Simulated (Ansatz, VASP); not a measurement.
TiN: VASP beside Ansatz

```
CELL_PARAMETERS angstrom
0.00000 2.07905 2.07905
2.07905 0.00000 2.07905
2.07905 2.07905 0.00000
ATOMIC_POSITIONS crystal
Ti 0.00000 0.00000 0.00000
N 0.50000 0.50000 0.50000
```

Change from the starting cell: volume scaled by 0.9405.

Alike in both runs: task single point; functional PBEsol; k mesh 13 × 13 × 13; occupations fermi-dirac, width 0.05 eV; no spin polarisation.

|  | VASP | Ansatz |
| --- | --- | --- |
| version | VASP 6.6.1 | Ansatz 0.2.0 |
| potentials or method | VASP PAW PBE potentials, release 64 (Ti_sv, N), cutoff 600 eV | all-electron LAPW, scalar-relativistic |

|  | VASP | Ansatz | Ansatz less VASP |
| --- | --- | --- | --- |
| pressure (GPa) | 10.9 | 10.6 | -0.34 |

VASP's potentials were made for PBE, not for PBEsol. Ansatz ran all-electron here, and VASP with PAW potentials.
